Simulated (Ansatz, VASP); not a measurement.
**KBr: VASP beside Ansatz**

```
Br K
1.0
     0.00000    3.30000    3.30000
     3.30000    0.00000    3.30000
     3.30000    3.30000    0.00000
Br K
1 1
Direct
  0.50000 0.50000 0.50000
  0.00000 0.00000 0.00000
```

Alike in both runs: functional r2SCANh; k mesh 4 × 4 × 4; occupations fermi-dirac, width 0.05 eV; no spin polarisation.

|  | VASP | Ansatz |
| --- | --- | --- |
| version | VASP 6.6.1 | Ansatz 0.2.0 |
| potentials or method | VASP PAW PBE potentials, release 64 (Br, K_sv) | Ansatz PAW |
| plane-wave cutoff (eV) | 520 | 500 |
| valence electrons in the cell | 16 | 16 |
| task | single point | band structure |

|  | VASP | Ansatz | Ansatz less VASP |
| --- | --- | --- | --- |
| gap on the k mesh at the Fermi level (eV) | 5.71 | 5.70 | -0.008 |
| least direct gap on the mesh (eV) | 5.71 | 5.70 | -0.008 |
| pressure (GPa) | 0.0 | 0.0 | +0.02 |

VASP's potentials were made for PBE, not for r2SCANh. The functional is the same, so the differences come from potentials, cutoffs and numerics.
